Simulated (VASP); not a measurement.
Write the native input for VASP 6.6.1 that does the following.

```
Task                   : single point
Functional             : PBE
Potentials or basis    : VASP PAW PBE potentials, release 64 (Co, O)
Cutoff                 : 600 eV
k mesh                 : 9 × 9 × 9
Occupations            : fermi-dirac, width 0.05 eV
Spin                   : collinear spin, ferromagnetic start
Starting moments       : [2.0, 0.0] μB
Dipole correction      : no
Further INCAR settings : ALGO = Normal; EDIFF = 1e-06; NBANDS = 18
```

The structure of CoO lies in POSCAR:

```
CoO
1.0
   -1.4929200000      1.4929200000      2.1072475377
    1.4929200000     -1.4929200000      2.1072475377
    1.5230800000      1.5230800000     -2.1072475377
Co O
1 1
Direct
    0.0000000000      0.0000000000      0.0000000000
    0.5000000000      0.5000000000      0.0000000000
```

These files were run (other wordings do the same):

INCAR

```
SYSTEM = CoO
ALGO = Normal
EDIFF = 1E-6
ENCUT = 600
GGA = PE
GGA_COMPAT = .FALSE.
ISIF = 2
ISMEAR = -1
ISPIN = 2
LASPH = .TRUE.
LCHARG = .TRUE.
LELF = .TRUE.
LMAXMIX = 4
LORBIT = 11
LREAL = .FALSE.
LVHAR = .TRUE.
LWAVE = .FALSE.
MAGMOM = 2 0
NBANDS = 18
NELM = 200
PREC = Accurate
SIGMA = 0.05
```

KPOINTS

```
k-points
0
G
  9 9 9
  0 0 0
```

Potentials or basis: VASP PAW PBE potentials, release 64 (Co, O).

Command:

```sh
$ cat potpaw_PBE.64/Co/POTCAR potpaw_PBE.64/O/POTCAR > POTCAR
$ mpirun -np 1 vasp_std > vasp.out
```

It gave:

| Property | Result |
| --- | --- |
| Pressure | -1.3 GPa |
| Net moment | 2.85 μB per cell |
| Site moments | Co +2.52; O +0.28 μB |
| Valence electrons inside the program's atomic spheres | Co 7.81; O 4.98 |

Caveat: a cell with one magnetic atom can't hold antiferromagnetic order, which such compounds often take.

Wall time 4 min on 1 thread of AMD EPYC 7R13 (shared host), peak memory 0.18 GiB.
